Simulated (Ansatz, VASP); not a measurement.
# Two plane-wave programs on Hg

Contents of INCAR:

```
SYSTEM = Hg
ALGO = Normal
EDIFF = 1E-6
EDIFFG = -0.005
ENCUT = 600
GGA = CA
IBRION = 2
ISIF = 3
ISMEAR = -1
LASPH = .True.
LCHARG = .False.
LREAL = .False.
LWAVE = .False.
NELM = 100
NSW = 60
PREC = Accurate
SIGMA = 0.1
```

File KPOINTS:

```
k-points
0
Gamma
  15 15 15
  0 0 0
```

POSCAR

```
Hg
1.0
   -1.7834648247      1.7834648247      1.7834648247
    1.7834648247     -1.7834648247      1.7834648247
    1.7834648247      1.7834648247     -1.7834648247
Hg
1
Direct
    0.0000000000      0.0000000000      0.0000000000
```

Input for Ansatz:

```yaml
crystal:
  lattice:
    - [-1.7834648247, 1.7834648247, 1.7834648247]
    - [1.7834648247, -1.7834648247, 1.7834648247]
    - [1.7834648247, 1.7834648247, -1.7834648247]
  atoms:
    - { symbol: Hg, position: [0.0, 0.0, 0.0] }
kpoints:
  mp_grid: { grid: [15, 15, 15] }
scf:
  occupations: { method: fermi_dirac, width: 0.1 }
hamiltonian:
  xc: lda
  pseudopotentials: { kind: paw }
output:
  forces: true
  stress: true
relax:
  f_tol: 0.005
  max_steps: 40
  cell: {}
```

Alike in both runs: task relaxation of cell and atoms; functional LDA; k mesh 15 × 15 × 15; occupations fermi-dirac, width 0.1 eV; no spin polarisation.

```csv
,VASP,Ansatz
version,VASP 6.6.1,Ansatz 0.2.0
potentials or method,"VASP PAW LDA potentials, release 64 (Hg)","PAW with Ansatz's default frozen-core files, scalar-relativistic"
plane-wave cutoff (eV),600,420
valence electrons in the cell,12,20
```

|  | VASP | Ansatz | Ansatz less VASP |
| --- | --- | --- | --- |
| relaxed volume (Å³/atom) | 22.77 | 22.48 | -0.296 |
| relaxed cell length with the largest relative difference (Å) | 3.093 | 3.079 | -0.0135 |

LDA's correlation is that of Perdew and Zunger in VASP and of Perdew and Wang (1992) in Ansatz. VASP's potentials hold 12 valence electrons a cell and Ansatz's 20, so a difference there can come from the potentials and not from the codes.

Spin-orbit coupling is off throughout.
